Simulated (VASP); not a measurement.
A run of VASP 6.6.1 is set up as follows.

The input INCAR:

```
SYSTEM = Cu
ALGO     = Normal         ! electronic algorithm
EDIFF    = 1E-6           ! SCF threshold, eV
ENCUT    = 600            ! plane-wave cutoff, eV
GGA      = VW             ! functional
GGA_COMPAT= .FALSE.      
ISIF     = 2              ! what is computed and relaxed
ISMEAR   = -1             ! smearing method
LASPH    = .TRUE.         ! aspherical terms in the spheres
LCHARG   = .FALSE.        ! write CHGCAR
LREAL    = .FALSE.        ! projectors in reciprocal space
LWAVE    = .FALSE.        ! write WAVECAR
NBANDS   = 12             ! bands
NELM     = 120            ! most SCF steps
PREC     = Accurate       ! precision mode
SIGMA    = 0.05           ! smearing width, eV
```

KPOINTS

```
k-points
0
G
  13 13 13
  0 0 0
```

File POSCAR:

```
Cu
1.0
    0.0000000000      1.8194705475      1.8194705475
    1.8194705475      0.0000000000      1.8194705475
    1.8194705475      1.8194705475      0.0000000000
Cu
1
Direct
    0.0000000000      0.0000000000      0.0000000000
```

Potentials or basis: VASP PAW PBE potentials, release 64 (Cu).

Command:

```bash
$ cat potpaw_PBE.64/Cu/POTCAR > POTCAR
$ mpirun -np 1 vasp_std > vasp.out
```

Question: Predict the band gap on the k mesh.

Answer: Zero (an odd number of electrons rules out a gap without spin polarisation).

Question: What does it give for the pressure?

Answer: -14.4 GPa.

Caveat: the cell stands under tension; the PAW data sets were made with another functional, which shifts forces and pressure a little.
